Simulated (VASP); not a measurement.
# Ni (P6_3/mmc) in VASP: a series of runs, part 2 of 2

VASP 6.6.1. Earlier steps stand in the parts before.

## 3. Single point, LDA, collinear spin, ferromagnetic start (8.83 Å³/atom)

This run uses another cell than the first one, of 8.83 Å³/atom.

Input file INCAR:

```
PREC = Accurate
ENCUT = 520
EDIFF = 1E-6
ISMEAR = -1
SIGMA = 0.05
LREAL = False
LASPH = True
NELM = 150
ALGO = Normal
ISIF = 2
LWAVE = False
LCHARG = False
ISPIN = 2
MAGMOM = 0.616 0.616 0.63 0.63
LORBIT = 11
LMAXMIX = 4
NBANDS = 32
```

Input file KPOINTS:

```
regular mesh
0
Gamma
  17 17 5
```

Input file POSCAR:

```
Ni
1.0
    2.3174014480      0.0000000000      0.0000000000
   -1.1587007240      2.0069285247      0.0000000000
    0.0000000000      0.0000000000      7.5978671006
Ni
4
Direct
    1.0000000000      1.0000000000      0.0000000000
    1.0000000000      1.0000000000      0.5000000000
    0.3333333333      0.6666666667      0.2500000000
    0.6666666667      0.3333333333      0.7500000000
```

Potentials or basis: VASP PAW LDA potentials, release 64 (Ni).

On the command line:

```
cat potpaw_LDA.64/Ni/POTCAR > POTCAR
mpirun -np 1 vasp_std > vasp.out
```

OUTCAR:

```text
PREC = Accurate
   ENCUT = 520
   EDIFF = 1E-6
   ISMEAR = -1
   LREAL = False
   LASPH = True
   NELM = 150
   ISIF = 2
   ISPIN = 2
   LORBIT = 11

 ion  position               nearest neighbor table
   1  0.000  0.000  0.000-   3 2.32   4 2.32   3 2.32   4 2.32   4 2.32   3 2.32
   2  0.000  0.000  0.500-   3 2.32   4 2.32   3 2.32   4 2.32   4 2.32   3 2.32
   3  0.333  0.667  0.250-   1 2.32   2 2.32   1 2.32   2 2.32   1 2.32   2 2.32
   4  0.667  0.333  0.750-   1 2.32   2 2.32   1 2.32   2 2.32   1 2.32   2 2.32

  LATTYP: Found a hexagonal cell.
 ALAT       =     2.3174014480
 C/A-ratio  =     3.2786149794

  Lattice vectors:

 A1 = (   2.3174014480,   0.0000000000,   0.0000000000)
 A2 = (  -1.1587007240,   2.0069285247,   0.0000000000)
 A3 = (   0.0000000000,   0.0000000000,   7.5978671006)

Analysis of symmetry for initial positions (statically):
=====================================================================
 Subroutine PRICEL returns:
[... 1051 lines left out ...]
      5       9.4130      1.00000
      6       9.4367      1.00000
[... 829 lines left out ...]
     31      29.7374      0.00000
     32      31.6021      0.00000

 [... further k-points ...]
[... 5 lines left out ...]
  --------------------------------------------------------------------------------------
  -------------------------------------------------------------------------------------
  Total        9.6450190      9.6450190      9.6167766      0.0000000      0.0000000      0.0000000
  in kB      437.3093831    437.3093831    436.0288641      0.0000000      0.0000000      0.0000000
  external PRESSURE =     436.8825434 kB  Pullay stress =       0.0000000 kB

 VOLUME and BASIS-vectors are now :
 -----------------------------------------------------------------------------
  energy-cutoff  :      520.00
  volume of cell :       35.34
      direct lattice vectors                 reciprocal lattice vectors
     2.317401448  0.000000000  0.000000000     0.431517811  0.249136924  0.000000000
    -1.158700724  2.006928525  0.000000000     0.000000000  0.498273849  0.000000000
     0.000000000  0.000000000  7.597867101     0.000000000  0.000000000  0.131615885

 POSITION                                       TOTAL-FORCE (eV/Angst)
 -----------------------------------------------------------------------------------
      0.00000      0.00000      0.00000        -0.000000      0.000000      0.000000
      0.00000      0.00000      3.79893        -0.000000      0.000000      0.000000
     -0.00000      1.33795      1.89947        -0.000000     -0.000000      0.000000
      1.15870      0.66898      5.69840         0.000000     -0.000000     -0.000000
 -----------------------------------------------------------------------------------
    total drift:                                0.000000     -0.000000      0.000000

  FREE ENERGIE OF THE ION-ELECTRON SYSTEM (eV)
  ---------------------------------------------------
  free  energy   TOTEN  =       -25.7155783566 eV

  energy  without entropy=      -25.6638829410  energy(sigma->0) =      -25.68973065

 total charge

# of ion       s       p       d       tot
------------------------------------------
    1        0.599   0.711   8.465   9.776
    2        0.599   0.711   8.465   9.776
    3        0.599   0.714   8.463   9.776
    4        0.599   0.714   8.463   9.776
--------------------------------------------------
tot          2.396   2.850  33.857  39.104

 magnetization (x)

# of ion       s       p       d       tot
------------------------------------------
    1       -0.005  -0.019   0.537   0.513
    2       -0.005  -0.019   0.537   0.513
    3       -0.005  -0.019   0.554   0.530
    4       -0.005  -0.019   0.554   0.530
--------------------------------------------------
tot         -0.019  -0.076   2.182   2.086
```

It took 4.9 min on 1 thread of Oxide Virtual Turin-like, shared host; peak memory 0.21 GiB.

Results:

- Free energy: -25.7156 eV
- Pressure: 43.7 GPa
- Net moment: 2.12 μB per cell
- Site moments: Ni +0.51, +0.53 (each value once) μB
- Valence electrons inside the program's atomic spheres: Ni 9.78

Stress tensor (GPa, compression positive):
```
43.73  0.00  0.00
 0.00 43.73  0.00
 0.00  0.00 43.60
```

Levels at points of the mesh, in eV from the Fermi level:
Spin up:
| k point | band 17 | band 18 | band 19 | band 20 | band 21 | band 22 | band 23 | band 24 | band 25 | band 26 |
| --- | --- | --- | --- | --- | --- | --- | --- | --- | --- | --- |
| (0.00, 0.00, 0.00) | -1.66 | -1.28 | -1.28 | -0.96 | -0.96 | -0.70 | -0.49 | -0.49 | 7.35 | 16.63 |
Spin down:
```tsv
k point	band 16	band 17	band 18	band 19	band 20	band 21	band 22	band 23
(0.00, 0.00, 0.00)	-1.16	-1.16	-0.74	-0.74	-0.65	-0.41	-0.41	0.09
```

Caveat: the cell stands under pressure.

## 4. Single point, LDA, collinear spin, ferromagnetic start (9.24 Å³/atom)

This run uses another cell than the first one, of 9.24 Å³/atom.

Input file INCAR:

```
PREC = Accurate
ENCUT = 520
EDIFF = 1E-6
ISMEAR = -1
SIGMA = 0.05
LREAL = F
LASPH = T
NELM = 150
ALGO = Normal
ISIF = 2
LWAVE = F
LCHARG = T
ISPIN = 2
MAGMOM = 0.616 0.616 0.63 0.63
LORBIT = 11
LMAXMIX = 4
GGA = CA
LELF = T
LVHAR = T
NBANDS = 32
```

Input file KPOINTS:

```
Automatic mesh
0
Gamma
  17 17 5
```

Input file POSCAR:

```
Ni
1.0
    2.3519946293      0.0000000000      0.0000000000
   -1.1759973147      2.0368870986      0.0000000000
    0.0000000000      0.0000000000      7.7112848232
Ni
4
Direct
    1.0000000000      1.0000000000      0.0000000000
    1.0000000000      1.0000000000      0.5000000000
    0.3333333333      0.6666666667      0.2500000000
    0.6666666667      0.3333333333      0.7500000000
```

On the command line:

```
cat potpaw_LDA.64/Ni/POTCAR > POTCAR
mpirun -np 1 vasp_std > vasp.out
```

Run time: 4.2 min. Hardware: 1 thread of Oxide Virtual Turin-like, shared host; peak memory 0.22 GiB.

It converged, with:

```yaml
Free_energy: -26.0600 eV
Pressure: 25.6 GPa
Net_moment: 2.17 μB per cell
Site_moments: Ni +0.53, +0.55 (each value once) μB
Valence_electrons_inside_the_program's_atomic_spheres: Ni 9.66
```

Stress tensor (GPa, compression positive):
```
25.60  0.00  0.00
 0.00 25.60  0.00
 0.00  0.00 25.46
```

Levels at points of the mesh, in eV from the Fermi level:
Spin up:
```tsv
k point	band 17	band 18	band 19	band 20	band 21	band 22	band 23	band 24	band 25	band 26
(0.00, 0.00, 0.00)	-1.59	-1.24	-1.24	-0.94	-0.94	-0.61	-0.50	-0.50	6.96	16.11
```
Spin down:
```csv
k point,band 16,band 17,band 18,band 19,band 20,band 21,band 22,band 23
"(0.00, 0.00, 0.00)",-1.08,-1.08,-0.69,-0.69,-0.57,-0.38,-0.38,0.09
```

Caveat: the cell stands under pressure.

## 5. The runs side by side

| cell | k mesh | gap on the mesh (eV) | pressure (GPa) | moment (μB) |
| --- | --- | --- | --- | --- |
| a = 2.418, b = 2.418, c = 7.929 Å, angles 90.0, 90.0, 120.0°, 4 atoms | 14 × 14 × 4 | none | -0.2 | 2.18 |
| a = 2.317, b = 2.317, c = 7.598 Å, angles 90.0, 90.0, 120.0°, 4 atoms | 17 × 17 × 5 | none | 43.7 | 2.12 |
| a = 2.352, b = 2.352, c = 7.711 Å, angles 90.0, 90.0, 120.0°, 4 atoms | 17 × 17 × 5 | none | 25.6 | 2.17 |

Alike in all rows: task single point; level LDA; potentials or basis VASP PAW LDA potentials, release 64 (Ni); spin collinear, ferromagnetic start; cutoff (eV) 520; smearing fermi-dirac 0.05 eV.

Caveats: the cell stands under pressure (at least some runs).

Absolute energies hang on the potentials; compare differences alone.
